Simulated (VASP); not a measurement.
## Si8BMo4 (a cell with a defect): single point with PBE

Si8BMo4 (a cell with a defect):

```xyz
13
Lattice="3.2169 3.2169 0.0000 -3.2169 3.2169 0.0000 0.0000 0.0000 7.8733" Properties=species:S:1:pos:R:3 pbc="T T T"
Si   -0.0015   -0.0116    5.2785
Si   -1.8078    1.6117    1.2215
Si    1.8048    1.6117    1.2215
Si   -0.0015    3.2349    5.2784
Si   -0.0015   -0.1947    2.7110
Si   -1.6247    1.6117    6.5273
Si    1.6216    1.6116    6.5273
Si   -0.0015    3.4180    2.7109
Mo   -0.0016   -0.0037   -0.0157
Mo   -1.6169    1.6116    3.9482
Mo    1.6139    1.6116    3.9482
Mo   -0.0016    3.2271   -0.0157
B    -0.0015    1.6117    1.9662
```

```yaml
Program: VASP 6.6.1
Task: single point
Functional: PBE
Potentials_or_basis: VASP PAW PBE potentials, release 64 (Si, Mo_sv, B)
Cutoff: 520 eV
k_mesh: 4 × 4 × 3
Occupations: methfessel-paxton, width 0.1 eV
Spin: no spin polarisation
Dipole_correction: no
Further_INCAR_settings: ALGO = Normal; EDIFF = 1e-07; NBANDS = 58
```

```
Pressure               : 11.6 GPa
Largest force          : 0.011 eV/Å
Band gap on the k mesh : zero (an odd number of electrons rules out a gap without spin polarisation)
```

Forces on the atoms (eV/Å):
```
Si   0.000 -0.001  0.005
Si   0.001  0.000  0.011
Si  -0.001  0.000  0.011
Si   0.000  0.001  0.006
Si   0.000  0.002 -0.011
Si  -0.002  0.000 -0.006
Si   0.002  0.000 -0.005
Si   0.000 -0.002 -0.011
Mo   0.001  0.004 -0.002
Mo   0.005  0.000  0.002
Mo  -0.005  0.000  0.002
Mo   0.000 -0.005 -0.002
B    0.000  0.000  0.000
```

Stress tensor (GPa, compression positive):
```
12.41  0.00  0.00
 0.00 12.41  0.00
 0.00  0.00  9.92
```

Levels at points of the mesh, in eV from the Fermi level:
```
           k point  band 43  band 44  band 45  band 46  band 47  band 48  band 49  band 50
(0.00, 0.00, 0.00)    -1.39    -1.39    -0.35    -0.18     1.35     1.53     1.53     1.66
(0.50, 0.00, 0.00)    -2.08    -1.73    -1.06    -0.52     0.39     0.60     0.63     1.64
(0.00, 0.50, 0.00)    -2.08    -1.73    -1.06    -0.52     0.39     0.60     0.63     1.64
(0.50, 0.50, 0.00)    -1.54    -1.25     0.42     0.61     0.61     0.62     1.17     1.17
```

Wall time 7.2 min on 1 thread of Intel Xeon 8259CL (shared host), peak memory 0.38 GiB.
